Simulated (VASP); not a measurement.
Runs of VASP 6.6.1 on SiPb (rocksalt type). The structure is that of space group Fm-3m (No. 225), or close to it. The cells are those of the table. 

```csv
task,level,cell,smearing,gap on the mesh (eV),pressure (GPa)
electric field gradients,PBE+D3(BJ),"a = 4.089 Å, angles 60.0°, 2 atoms",gaussian 0.1 eV,none,-0.3
electric field gradients,PBE,"a = 4.117 Å, angles 60.0°, 2 atoms",fermi-dirac 0.05 eV,none,1.0
electric field gradients,PBE,"a = 4.089 Å, angles 60.0°, 2 atoms",fermi-dirac 0.05 eV,none,2.3
single point,PBE,"a = 4.089 Å, angles 60.0°, 2 atoms",fermi-dirac 0.05 eV,none,2.3
electric field gradients,PBE,"a = 4.199 Å, angles 60.0°, 2 atoms",fermi-dirac 0.05 eV,none,-1.9
single point,PBE,"a = 4.199 Å, angles 60.0°, 2 atoms",fermi-dirac 0.05 eV,none,-1.9
single point,PBE,"a = 4.172 Å, angles 60.0°, 2 atoms",fermi-dirac 0.05 eV,none,-1.0
electric field gradients,PBE,"a = 4.145 Å, angles 60.0°, 2 atoms",fermi-dirac 0.05 eV,none,(a)
single point,PBE,"a = 4.117 Å, angles 60.0°, 2 atoms",fermi-dirac 0.05 eV,none,1.0
single point,PBE,"a = 4.145 Å, angles 60.0°, 2 atoms",fermi-dirac 0.05 eV,none,-0.1
electric field gradients,PBE,"a = 4.172 Å, angles 60.0°, 2 atoms",fermi-dirac 0.05 eV,none,-1.0
```

Alike in all rows: potentials or basis VASP PAW PBE potentials, release 64 (Pb_d, Si); no spin polarisation; k mesh 13 × 13 × 13; cutoff (eV) 520.

Problem. Fill in the values left out.

Solution. (a) 0.0.

Caveats: spin-orbit coupling is left out, which moves the levels of the heavy elements.

A k mesh can miss the band edges, and the runs leave out spin-orbit coupling on Pb.

A gap of «none» marks levels without a gap at the run's occupations.
